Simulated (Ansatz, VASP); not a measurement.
# One calculation of TiO2, two programs

The input INCAR:

```
SYSTEM = TiO2
ALGO = Normal ; EDIFF = 1E-6
ENCUT = 520 ; GGA = PE
ISIF = 2 ; ISMEAR = 0
LASPH = .TRUE. ; LCHARG = .FALSE.
LREAL = .FALSE. ; LWAVE = .FALSE.
NBANDS = 33 ; NELM = 60
PREC = Accurate ; SIGMA = 0.05
```

File KPOINTS:

```
k-points
0
G
  6 6 10
  0 0 0
```

The input POSCAR:

```
TiO2
1.0
    4.8601000000      0.0000000000      0.0000000000
    0.0000000000      4.8601000000      0.0000000000
    0.0000000000      0.0000000000      3.0429000000
Ti O
2 4
Direct
    0.0000000000      0.0000000000      0.0000000000
    0.5000000000      0.5000000000      0.5000000000
    0.3050970583      0.3050970583      0.0000000000
    0.1949029417      0.8050970583      0.5000000000
    0.6949029417      0.6949029417      0.0000000000
    0.8050970583      0.1949029417      0.5000000000
```

Input for Ansatz:

```yaml
crystal:
  lattice:
    - [4.8601, 0.0, 0.0]
    - [0.0, 4.8601, 0.0]
    - [0.0, 0.0, 3.0429]
  atoms:
    - { symbol: Ti, position: [0.0, 0.0, 0.0] }
    - { symbol: Ti, position: [0.5, 0.5, 0.5] }
    - { symbol: O, position: [0.3050970583, 0.3050970583, 0.0] }
    - { symbol: O, position: [0.1949029417, 0.8050970583, 0.5] }
    - { symbol: O, position: [0.6949029417, 0.6949029417, 0.0] }
    - { symbol: O, position: [0.8050970583, 0.1949029417, 0.5] }
basis:
  ecutwfc: 520.0
kpoints:
  mp_grid: { grid: [6, 6, 10] }
hamiltonian:
  xc: pbe
  pseudopotentials: { kind: paw, azcp: { folder: soft_1 } }
scf:
  occupations: { method: gaussian, width: 0.05 }
output:
  forces: true
  stress: true
  eigenvalues: true
```

Alike in both runs: task single point; functional PBE; k mesh 6 × 6 × 10; occupations gaussian, width 0.05 eV; no spin polarisation.

```csv
,VASP,Ansatz
version,VASP 6.6.1,Ansatz 0.2.0
potentials or method,"VASP PAW PBE potentials, release 64 (Ti_sv, O), cutoff 520 eV","scalar-relativistic, plane waves, PAW"
valence electrons in the cell,48,48
```

|  | VASP | Ansatz | Ansatz less VASP |
| --- | --- | --- | --- |
| gap on the k mesh at the Fermi level (eV) | 1.59 | 1.61 | +0.021 |
| least direct gap on the mesh (eV) | 1.59 | 1.61 | +0.021 |
| pressure (GPa) | -19.7 | -20.1 | -0.41 |
| traceless stress, the component that is largest in VASP (GPa) | -1.16 | -1.37 | -0.215 |
| rms of the force components (eV/Å) | 0.276 | 0.290 | +0.0133 |

Atom by atom the forces differ by 0.013 eV/Å (rms over components).
